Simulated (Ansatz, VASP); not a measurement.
Li3SeBr: VASP beside Ansatz

File INCAR:

```
PREC = Accurate
ENCUT = 520
EDIFF = 1E-7
ISMEAR = 0
SIGMA = 0.05
LREAL = F
LASPH = T
NELM = 100
ALGO = Normal
ISIF = 2
LWAVE = F
LCHARG = F
GGA = PS
NBANDS = 19
```

File KPOINTS:

```
Automatic mesh
0
Gamma
  4 4 4
```

The input POSCAR:

```
Li3SeBr
1.0
    5.4800000000      0.0000000000      0.0000000000
    0.0000000000      5.4800000000      0.0000000000
    0.0000000000      0.0000000000      5.4800000000
Br Se Li
1 1 3
Direct
    0.0000000000      0.0000000000      0.0000000000
    0.5000000000      0.5000000000      0.5000000000
    0.5000000000      0.5000000000      0.0000000000
    0.5000000000      0.0000000000      0.5000000000
    0.0000000000      0.5000000000      0.5000000000
```

Input for Ansatz:

```yaml
crystal:
  lattice:
    - [5.48, 0.0, 0.0]
    - [0.0, 5.48, 0.0]
    - [0.0, 0.0, 5.48]
  atoms:
    - { symbol: Br, position: [0.0, 0.0, 0.0] }
    - { symbol: Se, position: [0.5, 0.5, 0.5] }
    - { symbol: Li, position: [0.5, 0.5, 0.0] }
    - { symbol: Li, position: [0.5, 0.0, 0.5] }
    - { symbol: Li, position: [0.0, 0.5, 0.5] }
basis:
  ecutwfc: 420
kpoints:
  mp_grid: { grid: [4, 4, 4] }
hamiltonian:
  xc: pbesol
scf:
  occupations: { method: gaussian, width: 0.05 }
output:
  forces: true
  stress: true
  eigenvalues: true
```

Alike in both runs: task single point; functional PBEsol; k mesh 4 × 4 × 4; occupations gaussian, width 0.05 eV; no spin polarisation.

|  | VASP | Ansatz |
| --- | --- | --- |
| version | VASP 6.6.1 | Ansatz 0.2.0 |
| potentials or method | VASP PAW PBE potentials, release 64 (Br, Se, Li_sv), cutoff 520 eV | scalar-relativistic, plane waves, PAW |
| valence electrons in the cell | 22 | 32 |

```tsv
	VASP	Ansatz	Ansatz less VASP
gap on the k mesh at the Fermi level (eV)	2.50	2.50	-0.005
least direct gap on the mesh (eV)	2.63	2.62	-0.006
```

VASP's potentials were made for PBE, not for PBEsol. With one functional, cell and mesh, what is left measures potentials, basis and numerics. VASP's potentials hold 22 valence electrons a cell and Ansatz's 32, so a difference there can come from the potentials and not from the codes.

Noted on VASP's run: the cutoff is under 1.25 times that of the potentials, so the pressure is a little rough.
